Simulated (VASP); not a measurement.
A run of VASP 6.6.1 is set up as follows.

File INCAR:

```
SYSTEM = BP
PREC = Accurate
ENCUT = 600
EDIFF = 1E-6
ISMEAR = 0
SIGMA = 0.01
LREAL = .FALSE.
LASPH = .TRUE.
NELM = 60
ALGO = Normal
ISIF = 3
LWAVE = .FALSE.
LCHARG = .FALSE.
GGA = PE
IBRION = 2
NSW = 80
EDIFFG = -0.001
PSTRESS = 40.0
```

KPOINTS

```
regular mesh
0
G
  10 10 10
  0 0 0
```

The input POSCAR:

```
BP
1.0
    0.0000000000      2.2741905837      2.2741905837
    2.2741905837      0.0000000000      2.2741905837
    2.2741905837      2.2741905837      0.0000000000
B P
1 1
Direct
    0.0000000000      0.0000000000      0.0000000000
    0.7500000000      0.7500000000      0.7500000000
```

Potentials or basis: VASP PAW PBE potentials, release 64 (B, P).

Launch:

```sh
$ cat potpaw_PBE.64/B/POTCAR potpaw_PBE.64/P/POTCAR > POTCAR
$ mpirun -np 1 vasp_std > vasp.out
```

Problem. What does it give for the band gap on the k mesh?

Solution. 1.21 eV, indirect (least direct gap 3.43 eV).

Problem. Predict the relaxed cell.

Solution. a = 3.190 Å, b = 3.190 Å, c = 3.190 Å, α = 60.00°, β = 60.00°, γ = 60.00°.

The path:
```csv
step,energy change (eV),largest force (eV/Å),pressure (GPa),volume (Å³)
1,0.0000,0.0000,-0.22,23.52
2,0.0234,0.0000,7.73,22.48
3,0.0067,0.0000,4.00,22.94
```

Caveat: the cell is relaxed towards a set pressure, so the enthalpy falls and the energy may rise. A k mesh can miss the band edges.
